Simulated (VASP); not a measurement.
Write the native input for VASP 6.6.1 that does the following.

- Task: single point
- Functional: PBE
- Potentials or basis: VASP PAW PBE potentials, release 64 (Zn, Ga_d, O)
- Cutoff: 520 eV
- k mesh: 12 × 12 × 10
- Occupations: gaussian, width 0.1 eV
- Spin: no spin polarisation
- Dipole correction: no
- Further INCAR settings: ALGO = Normal; EDIFF = 1e-06; NBANDS = 32

The structure of Zn2GaO2 lies in POSCAR:

```
Zn2GaO2
1.0
    5.4372079060      0.0000000000      0.0000000000
   -2.7186039530      4.7087601722      0.0000000000
    0.0000000000      0.0000000000      3.5366792943
Zn Ga O
2 1 2
Direct
    0.3333333333      0.6666666667      0.0000000000
    0.6666666667      0.3333333333      0.0000000000
    0.0000000000      0.0000000000      0.5000000000
    0.3333333333      0.6666666667      0.5000000000
    0.6666666667      0.3333333333      0.5000000000
```

The cell was built from a structure type or drawn by symmetry, and may not be a known phase.

These files were run (other wordings do the same):

INCAR

```
SYSTEM = Zn2GaO2
  PREC = Accurate
  ENCUT = 520
  EDIFF = 1E-6
  ISMEAR = 0
  SIGMA = 0.1
  LREAL = .False.
  LASPH = .True.
  NELM = 80
  ALGO = Normal
  ISIF = 2
  LWAVE = .False.
  LCHARG = .True.
  GGA = PE
  LELF = .True.
  LVHAR = .True.
  NBANDS = 32
```

KPOINTS

```
Automatic mesh
0
Gamma
  12 12 10
  0 0 0
```

Potentials or basis: VASP PAW PBE potentials, release 64 (Zn, Ga_d, O).

Command:

```bash
$ cat potpaw_PBE.64/Zn/POTCAR potpaw_PBE.64/Ga_d/POTCAR potpaw_PBE.64/O/POTCAR > POTCAR
$ mpirun -np 1 vasp_std > vasp.out
```

Results of the run:

```
Pressure               : 0.7 GPa
Band gap on the k mesh : zero (an odd number of electrons rules out a gap without spin polarisation)
```

Caveat: an odd number of electrons without spin polarisation forces a metal; a magnetic or distorted state may lie lower.

Run time: 110 s on 1 thread of Intel(R) Xeon(R) 6975P-C (Granite Rapids), on a shared host, peak memory 0.42 GiB.
